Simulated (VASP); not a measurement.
A run of VASP 6.6.1 is set up as follows.

The input INCAR:

```
SYSTEM = KCl
PREC = Accurate
ENCUT = 520
EDIFF = 1E-6
ISMEAR = 0
SIGMA = 0.01
LREAL = .FALSE.
LASPH = .TRUE.
NELM = 80
ALGO = Normal
ISIF = 2
LWAVE = .FALSE.
LCHARG = .TRUE.
GGA = PE
LELF = .TRUE.
LVHAR = .TRUE.
NBANDS = 15
```

The input KPOINTS:

```
Automatic mesh
0
G
  4 4 4
  0 0 0
```

File POSCAR:

```
KCl
1.0
    0.0000000000      3.1448471141      3.1448471141
    3.1448471141      0.0000000000      3.1448471141
    3.1448471141      3.1448471141      0.0000000000
K Cl
1 1
Direct
    0.0000000000      0.0000000000      0.0000000000
    0.5000000000      0.5000000000      0.5000000000
```

Potentials or basis: VASP PAW PBE potentials, release 64 (K_sv, Cl).

Command:

```sh
$ cat potpaw_PBE.64/K_sv/POTCAR potpaw_PBE.64/Cl/POTCAR > POTCAR
$ mpirun -np 1 vasp_std > vasp.out
```

**Question.** Estimate the band gap on the k mesh.

**Answer.** 5.19 eV, direct.

**Question.** What does it give for the pressure?

**Answer.** 0.8 GPa.

Caveat: the k points lie up to 0.43 Å⁻¹ apart. As with any semilocal functional, this PBE gap is likely too small.
